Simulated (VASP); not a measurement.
# Si2W (I4/mmm) in VASP: notebook

Runs on Si2W. Level: LDA. Tasks: single point.

Program: VASP 6.6.1. These are calculated values, not measurements. Logs are shortened: lines on timing, memory, paths and dates and some standing lists are left out, and cuts for length are marked.

### 1 The cell of the first run

Symmetry: I4/mmm, No. 139, tetragonal system. Conventional cell: a = 3.186 Å, b = 3.186 Å, c = 7.772 Å, α = 90.00°, β = 90.00°, γ = 90.00°. Si (site symmetry 4mm) has 9 Si at 2.57 to 3.19 Å and 5 W at 2.59 to 2.60 Å within 3.4 Å. Within 3.4 Å of W (site symmetry 4/mmm) lie 10 Si at 2.59 to 2.60 Å and 4 W at 3.19 Å.

### 2 Single point, LDA

Contents of INCAR:

```
ALGO = Normal ; EDIFF = 1E-6
ENCUT = 520 ; GGA = CA
ISIF = 2 ; ISMEAR = 0
LASPH = True ; LCHARG = True
LELF = True ; LREAL = False
LVHAR = True ; LWAVE = False
NBANDS = 18 ; NELM = 100
PREC = Accurate ; SIGMA = 0.15
```

Contents of KPOINTS:

```
k-points
0
Gamma
  18 18 18
```

Contents of POSCAR:

```
Si2W
1.0
   -1.5928550571      1.5928550571      3.8862445622
    1.5928550571     -1.5928550571      3.8862445622
    1.5928550571      1.5928550571     -3.8862445622
Si W
2 1
Direct
    0.3346644983      0.3346644983      0.0000000000
    0.6653355017      0.6653355017      0.0000000000
    0.0000000000      0.0000000000      0.0000000000
```

Potentials or basis: VASP PAW LDA potentials, release 64 (Si, W_sv).

On the command line:

```bash
cat potpaw_LDA.64/Si/POTCAR potpaw_LDA.64/W_sv/POTCAR > POTCAR
mpirun -np 1 vasp_std > vasp.out
```

OUTCAR:

```text
EDIFF = 1E-6
   ENCUT = 520
   GGA = CA
   ISIF = 2
   ISMEAR = 0
   LASPH = True
   LREAL = False
   NELM = 100
   PREC = Accurate

 ion  position               nearest neighbor table
   1  0.335  0.335  0.000-   2 2.57   3 2.59   3 2.59   3 2.59   3 2.59   3 2.60   2 2.61   2 2.61
                             2 2.61   2 2.61
   2  0.665  0.665  0.000-   1 2.57   3 2.59   3 2.59   3 2.59   3 2.59   3 2.60   1 2.61   1 2.61
                             1 2.61   1 2.61
   3  0.000  0.000  0.000-   2 2.59   2 2.59   2 2.59   1 2.59   2 2.59   1 2.59   1 2.59   1 2.59
                             1 2.60   2 2.60

  LATTYP: Found a body centered tetragonal cell.
 ALAT       =     3.1857101142
 C/A-ratio  =     2.4397979872

  Lattice vectors:

 A1 = (  -1.5928550571,   1.5928550571,   3.8862445622)
 A2 = (   1.5928550571,  -1.5928550571,   3.8862445622)
 A3 = (   1.5928550571,   1.5928550571,  -3.8862445622)

Analysis of symmetry for initial positions (statically):
=====================================================================
 Subroutine PRICEL returns:
 Original cell was already a primitive cell.

 Routine SETGRP: Setting up the symmetry group for a
 body centered tetragonal supercell.

 Subroutine GETGRP returns: Found 16 space group operations
 (whereof 16 operations were pure point group operations)
 out of a pool of 16 trial point group operations.

The static configuration has the point symmetry D_4h.

Analysis of symmetry for dynamics (positions and initial velocities):
=====================================================================
 Subroutine PRICEL returns:
 Original cell was already a primitive cell.

 Routine SETGRP: Setting up the symmetry group for a
 body centered tetragonal supercell.

 Subroutine GETGRP returns: Found 16 space group operations
 (whereof 16 operations were pure point group operations)
 out of a pool of 16 trial point group operations.

The dynamic configuration has the point symmetry D_4h.

 Subroutine INISYM returns: Found 16 space group operations
 (whereof 16 operations are pure point group operations),
 and found     1 'primitive' translations

----------------------------------------------------------------------------------------

                                     Primitive cell

  volume of cell :      39.4405

[... 89 lines left out ...]
   NELM   =    100;   NELMIN=  2; NELMDL= -5     # of ELM steps
   EDIFF  = 0.1E-05   stopping-criterion for ELM
   LREAL  =      F    real-space projection
   EDIFFG = 0.1E-04   stopping-criterion for IOM
   NSW    =      0    number of steps for IOM
   IBRION =     -1    ionic relax: 0-MD 1-quasi-New 2-CG
   NFREE  =      0    steps in history (QN), initial steepest desc. (CG)
   ISIF   =      2    stress and relaxation
   ISYM   =      2    0-nonsym 1-usesym 2-fastsym
   POTIM  = 0.5000    time-step for ionic-motion
   TEBEG  =    0.0;   TEEND  =   0.0 temperature during run
   PSTRESS=    0.0 pullay stress
   NELECT =      22.0000    total number of electrons
   NUPDOWN=      -1.0000    fix difference up-down
   EMIN   =  10.00;   EMAX   =-10.00  energy-range for DOS
   EFERMI =   0.00;   METHOD = LEGACY
   ISMEAR =     0;   SIGMA  =   0.15  broadening in eV -4-tet -1-fermi 0-gaus
   EFERMI_NEDOS =   21; number of points for ismear=-14 and -15
   IALGO  =     38    algorithm
   IMIX   =      4    mixing-type and parameters
     AMIX     =   0.40;   BMIX     =  1.00
     AMIX_MAG =   1.60;   BMIX_MAG =  1.00
  volume/ion in A,a.u.               =      13.15        88.72
  Fermi-wavevector in a.u.,A,eV,Ry     =   1.347622  2.546637 24.709347  1.816086
  Thomas-Fermi vector in A             =   2.475358
   LORBIT       =      0    0 simple, 1 ext, 2 COOP (PROOUT), +10 PAW based schemes
   GGA     = CA    functional components
   LHFCALC =     F    Hartree Fock is set to
   AEXX    =    0.0000 exact exchange contribution
   IVDW    =     0    specifies the selected vdW correction
   LEPSILON=     F    determine dielectric tensor
   LRPA    =     F    only Hartree local field effects (RPA)
 non-spin polarized calculation
 Gauss-broadening in eV      SIGMA  =   0.15
  energy-cutoff  :      520.00
  volume of cell :       39.44
 maximum number of plane-waves:      1079
 NGX is ok and might be reduce to    36
   NGX = 17   NGY = 17   NGZ = 17

 number of electron      21.9999999 magnetization

 Free energy of the ion-electron system (eV)
  ---------------------------------------------------
  ext. energy  EPLUGINS =         0.00000000
  ---------------------------------------------------
  free energy    TOTEN  =       -27.35748032 eV

  energy without entropy =      -27.35515981  energy(sigma->0) =      -27.35632007

 E-fermi :  12.2436     XC(G=0): -12.7650

 val. band max:       12.2246669084   @ k =  -0.3889   0.5000   0.3333
 cond. band min:      12.3060294045   @ k =  -0.4444   0.5000   0.2778
 fundamental gap:      0.0813624960
 Fermi energy:        12.2435910007

 k-point     1 :       0.0000    0.0000    0.0000
  band No.  band energies     occupation
      1     -61.0998      2.00000
      2     -25.6506      2.00000
      3     -25.6092      2.00000
      4     -25.6092      2.00000
      5      -1.9516      2.00000
      6       5.2700      2.00000
[... 481 lines left out ...]
      5      -1.0225      2.00000
      6       5.4389      2.00000
[... 10 lines left out ...]
     17      18.7176      0.00000
     18      20.5822      0.00000

 [... further k-points ...]

------------------------ aborting loop because EDIFF is reached ----------------------------------------

  FORCE on cell =-STRESS in cart. coord.  units (eV):
  Direction    XX          YY          ZZ          XY          YZ          ZX
  --------------------------------------------------------------------------------------
  -------------------------------------------------------------------------------------
  Total        0.1697899      0.1697899      0.1774249      0.0000000      0.0000000     -0.0000000
  in kB        6.8973107      6.8973107      7.2074642      0.0000000      0.0000000     -0.0000000
  external PRESSURE =       7.0006952 kB  Pullay stress =       0.0000000 kB

 VOLUME and BASIS-vectors are now :
 -----------------------------------------------------------------------------
  energy-cutoff  :      520.00
  volume of cell :       39.44
      direct lattice vectors                 reciprocal lattice vectors
    -1.592855057  1.592855057  3.886244562     0.000000000  0.313901756  0.128658913
     1.592855057 -1.592855057  3.886244562     0.313901756  0.000000000  0.128658913
     1.592855057  1.592855057 -3.886244562     0.313901756  0.313901756  0.000000000

 POSITION                                       TOTAL-FORCE (eV/Angst)
 -----------------------------------------------------------------------------------
      0.00000      0.00000      2.60118         0.000000      0.000000     -0.008934
      0.00000      0.00000      5.17131        -0.000000     -0.000000      0.008934
      0.00000      0.00000      0.00000         0.000000      0.000000     -0.000000
 -----------------------------------------------------------------------------------
    total drift:                                0.000000     -0.000000      0.000000

  FREE ENERGIE OF THE ION-ELECTRON SYSTEM (eV)
  ---------------------------------------------------
  free  energy   TOTEN  =       -27.3574803243 eV

  energy  without entropy=      -27.3551598142  energy(sigma->0) =      -27.35632007
```

OSZICAR:

```text
N       E                     dE             d eps       ncg     rms          rms(c)
DAV:   1     0.129313916424E+03    0.12931E+03   -0.10883E+04 17288   0.124E+03
DAV:   2    -0.236143199723E+02   -0.15293E+03   -0.14912E+03 19756   0.323E+02
DAV:   3    -0.281679697943E+02   -0.45536E+01   -0.44986E+01 21574   0.500E+01
DAV:   4    -0.282078885632E+02   -0.39919E-01   -0.39873E-01 20482   0.495E+00
DAV:   5    -0.282083231382E+02   -0.43458E-03   -0.43455E-03 20500   0.548E-01    0.267E+01
DAV:   6    -0.274782100650E+02    0.73011E+00   -0.30346E+00 18638   0.125E+01    0.952E+00
DAV:   7    -0.273822688414E+02    0.95941E-01   -0.21398E-01 18556   0.266E+00    0.466E+00
DAV:   8    -0.273581846627E+02    0.24084E-01   -0.43200E-02 19648   0.153E+00    0.300E-01
DAV:   9    -0.273576438889E+02    0.54077E-03   -0.10089E-03 19914   0.261E-01    0.177E-01
DAV:  10    -0.273574850200E+02    0.15887E-03   -0.25030E-04 20654   0.139E-01    0.420E-02
DAV:  11    -0.273574803584E+02    0.46616E-05   -0.30844E-05 19574   0.399E-02    0.192E-02
DAV:  12    -0.273574803243E+02    0.34053E-07   -0.12885E-06 13202   0.758E-03
   1 F= -.27357480E+02 E0= -.27356320E+02  d E =-.232051E-02
```

stdout:

```text
POSCAR found type information on POSCAR SiW
 POSCAR found :  2 types and       3 ions
 scaLAPACK will be used
 LDA part: xc-table for (Slater(with rela. corr.)+CA(PZ))
 , standard interpolation
 POSCAR, INCAR and KPOINTS ok, starting setup
 FFT: planning ... GRIDC
 FFT: planning ... GRID_SOFT
 FFT: planning ... GRID
 WAVECAR not read
 entering main loop
```

Run time: 5.6 min. Hardware: 1 thread of Intel Xeon Platinum 8488C (Sapphire Rapids), shared host; peak memory 0.42 GiB.

Results:

| Item | Value |
| --- | --- |
| Free energy | -27.3575 eV |
| Pressure | 0.7 GPa |
| Largest force | 0.009 eV/Å |
| Band gap on the k mesh | zero (bands 11 and 12 overlap by 1.32 eV) |

Forces in eV/Å, atoms in the order of the input:
```
Si   0.000  0.000 -0.009
Si   0.000  0.000  0.009
W    0.000  0.000  0.000
```

Levels at points of the mesh, in eV from the Fermi level:
```tsv
k point	band 9	band 10	band 11	band 12	band 13	band 14
(0.00, 0.00, 0.00)	-2.89	-2.89	0.63	2.91	2.94	3.19
(0.50, 0.00, 0.00)	-2.85	-2.85	-0.46	2.76	2.85	4.01
(0.50, 0.50, 0.00)	-5.07	-3.34	-1.66	2.91	3.03	3.21
(0.50, 0.50, 0.50)	-0.79	-0.79	-0.52	-0.52	0.81	4.57
```

Caveat: spin-orbit coupling is left out, which moves the levels of the heavy elements.

### 3 Single point, LDA

Contents of INCAR:

```
PREC = Accurate ; ENCUT = 520
EDIFF = 1E-6 ; ISMEAR = 0
SIGMA = 0.15 ; LREAL = F
LASPH = T ; NELM = 80
ALGO = Normal ; ISIF = 2
LWAVE = F ; LCHARG = T
GGA = CA ; LELF = T
LVHAR = T ; NBANDS = 18
```

Contents of KPOINTS:

```
regular mesh
0
Gamma
  20 20 20
```

POSCAR is that of step 2.

Potentials or basis: VASP PAW LDA potentials, release 64 (Si, W_sv).

On the command line:

```bash
cat potpaw_LDA.64/Si/POTCAR potpaw_LDA.64/W_sv/POTCAR > POTCAR
mpirun -np 1 vasp_std > vasp.out
```

Run time: 8.1 min. Hardware: 1 thread of Intel Xeon Platinum 8488C (Sapphire Rapids), shared host; peak memory 0.51 GiB.

Results (log left out):

| Property | Result |
| --- | --- |
| Free energy | -27.3573 eV |
| Pressure | 0.7 GPa |
| Largest force | 0.007 eV/Å |
| Band gap on the k mesh | zero (bands 11 and 12 overlap by 1.31 eV) |

Forces on the atoms (eV/Å):
```
Si   0.000  0.000 -0.007
Si   0.000  0.000  0.007
W    0.000  0.000  0.000
```

Levels at points of the mesh, in eV from the Fermi level:
```csv
k point,band 9,band 10,band 11,band 12,band 13,band 14
"(0.00, 0.00, 0.00)",-2.88,-2.88,0.64,2.92,2.94,3.20
"(0.50, 0.00, 0.00)",-2.84,-2.84,-0.45,2.77,2.86,4.02
"(0.50, 0.50, 0.00)",-5.06,-3.33,-1.65,2.92,3.03,3.22
"(0.50, 0.50, 0.50)",-0.78,-0.78,-0.51,-0.51,0.82,4.58
```

Caveat: spin-orbit coupling is left out, which moves the levels of the heavy elements.

The gap in the log of VASP goes by the Fermi energy; the results here count the filled bands.